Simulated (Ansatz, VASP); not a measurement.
# One calculation of Sc2F3, two programs

```
CELL_PARAMETERS angstrom
3.08387 -3.28194 0.00000
3.08387 3.28194 0.00000
0.00000 0.00000 4.06639
ATOMIC_POSITIONS crystal
Sc 0.00000 0.50000 0.00000
Sc 0.50000 0.00000 0.00000
F 0.00000 0.50000 0.50000
F 0.50000 0.00000 0.50000
F 0.00000 0.00000 0.00000
```

Alike in both runs: functional PBE; k mesh 8 × 8 × 8; occupations gaussian, width 0.1 eV; no spin polarisation.

Ansatz relaxed the structure, and its values are those at the end. VASP's run is a single point on that final structure, the one shown.

|  | VASP | Ansatz |
| --- | --- | --- |
| version | VASP 6.6.1 | Ansatz 0.2.0 |
| potentials or method | VASP PAW PBE potentials, release 64 (Sc_sv, F), cutoff 600 eV | scalar-relativistic, plane waves, PAW |
| valence electrons in the cell | 43 | 43 |

Ansatz gave:

| Quantity | Value |
| --- | --- |
| gap on the k mesh at the Fermi level (eV) | none |
| pressure (GPa) | 0.0 |

Question: Estimate VASP's values.

Answer: gap on the k mesh at the Fermi level (eV): none; pressure (GPa): 0.2.

A gap of «none» marks a metal or a gap that the smearing closes.
